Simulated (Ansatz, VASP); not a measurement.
CaO in VASP and in Ansatz

File INCAR:

```
SYSTEM = CaO
PREC = Accurate
ENCUT = 520
EDIFF = 1E-6
ISMEAR = 0
SIGMA = 0.05
LREAL = .False.
LASPH = .True.
NELM = 80
ALGO = Normal
ISIF = 2
LWAVE = .False.
LCHARG = .False.
NBANDS = 24
```

File KPOINTS:

```
regular mesh
0
Gamma
  9 9 6
  0 0 0
```

The input POSCAR:

```
CaO
1.0
    3.9121363080      0.0000000000      0.0000000000
   -1.9560681540      3.4571524753      0.0000000000
    0.0000000000      0.0000000000      4.7848400100
Ca O
2 2
Direct
    0.3333333333      0.6666666667      0.7500000000
    0.6666666667      0.3333333333      0.2500000000
    0.3333333333      0.6666666667      0.2500000000
    0.6666666667      0.3333333333      0.7500000000
```

Input for Ansatz:

```yaml
crystal:
  lattice:
    - [3.912136308, 0.0, 0.0]
    - [-1.956068154, 3.4571524753, 0.0]
    - [0.0, 0.0, 4.78484001]
  atoms:
    - { symbol: Ca, position: [0.3333333333, 0.6666666667, 0.75] }
    - { symbol: Ca, position: [0.6666666667, 0.3333333333, 0.25] }
    - { symbol: O, position: [0.3333333333, 0.6666666667, 0.25] }
    - { symbol: O, position: [0.6666666667, 0.3333333333, 0.75] }
basis:
  ecutwfc: 420
kpoints:
  mp_grid: { grid: [9, 9, 6] }
hamiltonian:
  xc: lda
scf:
  occupations: { method: gaussian, width: 0.05 }
output:
  forces: true
  stress: true
  eigenvalues: true
```

Change from the starting cell: strain -0.0200 x Voigt [1, 0, 0, 0, 0, 0], atoms carried along.

Alike in both runs: task single point; functional LDA; k mesh 9 × 9 × 6; occupations gaussian, width 0.05 eV; no spin polarisation.

```csv
,VASP,Ansatz
version,VASP 6.6.1,Ansatz 0.2.0
potentials or method,"VASP PAW LDA potentials, release 64 (Ca_sv, O), cutoff 520 eV","scalar-relativistic, plane waves, PAW"
valence electrons in the cell,32,32
```

```csv
,VASP,Ansatz,Ansatz less VASP
gap on the k mesh at the Fermi level (eV),3.10,3.11,+0.007
least direct gap on the mesh (eV),3.10,3.11,+0.007
pressure (GPa),-3.5,-4.1,-0.68
"traceless stress, the component that is largest in VASP (GPa)",1.49,1.46,-0.029
rms of the force components (eV/Å),0.064,0.060,-0.0040
```

LDA's correlation is that of Perdew and Zunger in VASP and of Perdew and Wang (1992) in Ansatz. Atom by atom the forces differ by 0.004 eV/Å (rms over components).
